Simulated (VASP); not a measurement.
A run of VASP 6.6.1 is set up as follows.

INCAR

```
PREC = Accurate ; ENCUT = 520
EDIFF = 1E-6 ; ISMEAR = -1
SIGMA = 0.08 ; LREAL = False
LASPH = True ; NELM = 60
ALGO = Normal ; ISIF = 2
LWAVE = False ; LCHARG = False
GGA = PE ; NBANDS = 11
```

KPOINTS

```
Automatic mesh
0
Gamma
  15 15 15
```

File POSCAR:

```
Hf
1.0
    2.8376356277      0.0000000000      0.0000000000
    0.0000000000      2.8376356277      0.0000000000
    0.0000000000      0.0000000000      2.8376356277
Hf
1
Direct
    0.0000000000      0.0000000000      0.0000000000
```

Potentials or basis: VASP PAW PBE potentials, release 64 (Hf_pv).

Run with:

```bash
$ cat potpaw_PBE.64/Hf_pv/POTCAR > POTCAR
$ mpirun -np 1 vasp_std > vasp.out
```

Task: Predict the band gap on the k mesh.

Result: Zero (band 5 reaches 5.27 eV, above the bottom of band 6 at 2.72 eV).

Task: Predict the pressure.

Result: 6.5 GPa.

Caveat: spin-orbit coupling is left out, which moves the levels of the heavy elements.
